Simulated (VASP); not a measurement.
InSb, 2 atoms in the cell. The structure is cubic, space group F-43m (No. 216). Conventional cell: a = 6.478 Å, b = 6.478 Å, c = 6.478 Å, α = 90.00°, β = 90.00°, γ = 90.00°. Within 3.7 Å of In (site symmetry -43m) lie 4 Sb at 2.81 Å. Sb (site symmetry -43m) has 4 In at 2.81 Å within 3.7 Å. 

| Quantity | Value |
| --- | --- |
| Program | VASP 6.6.1 |
| Task | single point |
| Functional | r2SCAN |
| Potentials or basis | VASP PAW PBE potentials, release 64 (In_d, Sb) |
| Cutoff | 520 eV |
| k mesh | 10 × 10 × 10 |
| Occupations | gaussian, width 0.03 eV |
| Spin | no spin polarisation |
| Dipole correction | no |
| Further INCAR settings | ALGO = Normal; EDIFF = 1e-06; NBANDS = 16 |

Potentials or basis: VASP PAW PBE potentials, release 64 (In_d, Sb).

Launch:

```sh
$ cat potpaw_PBE.64/In_d/POTCAR potpaw_PBE.64/Sb/POTCAR > POTCAR
$ cp INCAR.step1 INCAR
$ mpirun -np 1 vasp_std > vasp.out
$ cp INCAR.step2 INCAR
$ mpirun -np 1 vasp_std > vasp.out
```

Hardware: 1 thread of Intel Xeon 6975P-C, on a shared host.

Task: How long does it take, and how much memory?

Result: Run time: 5.2 min on 1 thread of Intel Xeon 6975P-C (shared host), peak memory 0.25 GiB. Counts: k points 47.
